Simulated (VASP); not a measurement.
Set up this calculation in VASP 6.6.1, as the native input.

```
Task                   : single point
Functional             : PBE
Potentials or basis    : VASP PAW PBE potentials, release 64 (Y_sv, Si, O)
Cutoff                 : 520 eV
k mesh                 : 6 × 6 × 2
Occupations            : gaussian, width 0.1 eV
Spin                   : no spin polarisation
Dipole correction      : no
Further INCAR settings : ALGO = Normal; EDIFF = 1e-06; NBANDS = 29
```

The structure of Y2Si3O lies in POSCAR:

```
Y2Si3O
1.0
    3.3763614995      0.0000000000      0.0000000000
    0.0000000000      3.3763614995      0.0000000000
    0.0000000000      0.0000000000      9.4259615517
Y Si O
2 3 1
Direct
    0.0000000000      0.5000000000      0.7571229776
    0.5000000000      0.0000000000      0.2428770224
    0.5000000000      0.5000000000      0.0000000000
    0.0000000000      0.5000000000      0.4482163573
    0.5000000000      0.0000000000      0.5517836427
    0.0000000000      0.0000000000      0.0000000000
```

One way to write it, as run:

INCAR

```
SYSTEM = Y2Si3O
  PREC = Accurate
  ENCUT = 520
  EDIFF = 1E-6
  ISMEAR = 0
  SIGMA = 0.1
  LREAL = .FALSE.
  LASPH = .TRUE.
  NELM = 100
  ALGO = Normal
  ISIF = 2
  LWAVE = .FALSE.
  LCHARG = .FALSE.
  GGA = PE
  NBANDS = 29
```

KPOINTS

```
Automatic mesh
0
G
  6 6 2
  0 0 0
```

Potentials or basis: VASP PAW PBE potentials, release 64 (Y_sv, Si, O).

Launch:

```console
$ cat potpaw_PBE.64/Y_sv/POTCAR potpaw_PBE.64/Si/POTCAR potpaw_PBE.64/O/POTCAR > POTCAR
$ mpirun -np 1 vasp_std > vasp.out
```

It gave:

* Pressure: -0.1 GPa
* Largest force: 0.021 eV/Å
* Band gap on the k mesh: zero (band 20 reaches 6.78 eV, above the bottom of band 21 at 6.01 eV)

Run time: 79 s on 1 thread of Intel(R) Xeon(R) Platinum 8488C (Sapphire Rapids), on a shared host, peak memory 0.26 GiB.
